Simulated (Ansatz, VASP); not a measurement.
## Two plane-wave programs on Ce

The input POSCAR:

```
Ce
1.0
    0.0000000000      2.3390384114      2.3390384114
    2.3390384114      0.0000000000      2.3390384114
    2.3390384114      2.3390384114      0.0000000000
Ce
1
Direct
    0.0000000000      0.0000000000      0.0000000000
```

Contents of INCAR.step1:

```
SYSTEM = Ce
  ALGO = Normal
  EDIFF = 1E-4
  ENCUT = 520
  GGA = PE
  ISMEAR = 1
  LASPH = .TRUE.
  LCHARG = .FALSE.
  LREAL = .FALSE.
  LWAVE = .TRUE.
  NBANDS = 12
  NELM = 80
  PREC = Accurate
  SIGMA = 0.3
```

The input INCAR.step2:

```
SYSTEM = Ce
  ALGO = Normal
  EDIFF = 1E-6
  ENCUT = 520
  ISIF = 2
  ISMEAR = 1
  ISTART = 1
  LASPH = .TRUE.
  LCHARG = .FALSE.
  LMIXTAU = .TRUE.
  LREAL = .FALSE.
  LWAVE = .FALSE.
  METAGGA = R2SCAN
  NBANDS = 12
  NELM = 80
  PREC = Accurate
  SIGMA = 0.3
```

The input KPOINTS:

```
k-points
0
G
  12 12 12
  0 0 0
```

Input for Ansatz:

```yaml
crystal:
  lattice:
    - [0.0, 2.3390384114, 2.3390384114]
    - [2.3390384114, 0.0, 2.3390384114]
    - [2.3390384114, 2.3390384114, 0.0]
  atoms:
    - { symbol: Ce, position: [0.0, 0.0, 0.0] }
hamiltonian:
  xc: r2scan
  pseudopotentials:
    kind: paw
    azcp:
      Ce: "pseudopotentials/Ce.paw.azcp"
basis:
  ecutwfc: 500
  fft_grid_basis: typed
kpoints:
  mp_grid: { grid: [12, 12, 12], shift: [0, 0, 0] }
magnetization:
  spin_polarized: false
scf:
  occupations: { method: methfessel_paxton, width: 0.3 }
  lower_state_search: "off"
output:
  stress: true
```

Alike in both runs: task single point; functional r2SCAN; k mesh 12 × 12 × 12; occupations methfessel-paxton of order 1, width 0.3 eV; no spin polarisation.

|  | VASP | Ansatz |
| --- | --- | --- |
| version | VASP 6.6.1 | Ansatz 0.2.0 |
| potentials or method | VASP PAW PBE potentials, release 64 (Ce), cutoff 520 eV | plane waves (500 eV) with PAW, scalar-relativistic |
| valence electrons in the cell | 12 | 12 |

```tsv
	VASP	Ansatz	Ansatz less VASP
pressure (GPa)	-0.8	-0.6	+0.28
```

VASP's potentials were made for PBE, not for r2SCAN. The functional is the same, so the differences come from potentials, cutoffs and numerics.

Neither program's run includes spin-orbit coupling.
